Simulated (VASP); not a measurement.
Set up this calculation in VASP 6.6.1, as the native input.

- Task: single point
- Functional: PBE
- Potentials or basis: VASP PAW PBE potentials, release 64 (Li_sv, S)
- Cutoff: 520 eV
- k mesh: 8 × 8 × 8
- Occupations: gaussian, width 0.1 eV
- Spin: no spin polarisation
- Dipole correction: no
- Further INCAR settings: ALGO = Normal; EDIFF = 1e-06; NBANDS = 31

The structure of LiS3 lies in POSCAR:

```
LiS3
1.0
    5.0201052047      0.0000000000      0.0000000000
    0.0000000000      5.0201052047      0.0000000000
    0.0000000000      0.0000000000      5.0201052047
Li S
2 6
Direct
    0.0000000000      0.0000000000      0.0000000000
    0.5000000000      0.5000000000      0.5000000000
    0.2500000000      0.0000000000      0.5000000000
    0.7500000000      0.0000000000      0.5000000000
    0.0000000000      0.5000000000      0.2500000000
    0.0000000000      0.5000000000      0.7500000000
    0.5000000000      0.7500000000      0.0000000000
    0.5000000000      0.2500000000      0.0000000000
```

The input as run:

INCAR

```
SYSTEM = LiS3
PREC = Accurate
ENCUT = 520
EDIFF = 1E-6
ISMEAR = 0
SIGMA = 0.1
LREAL = .FALSE.
LASPH = .TRUE.
NELM = 100
ALGO = Normal
ISIF = 2
LWAVE = .FALSE.
LCHARG = .FALSE.
GGA = PE
NBANDS = 31
```

KPOINTS

```
Automatic mesh
0
G
  8 8 8
  0 0 0
```

Potentials or basis: VASP PAW PBE potentials, release 64 (Li_sv, S).

Run with:

```bash
$ cat potpaw_PBE.64/Li_sv/POTCAR potpaw_PBE.64/S/POTCAR > POTCAR
$ mpirun -np 1 vasp_std > vasp.out
```

Results of the run:

```json
{"Band gap on the k mesh": "zero (band 21 reaches 5.83 eV, above the bottom of band 22 at 4.67 eV)"}
```

Wall time 2.4 min on 1 thread of Intel Xeon 6975P-C (shared host), peak memory 0.29 GiB.
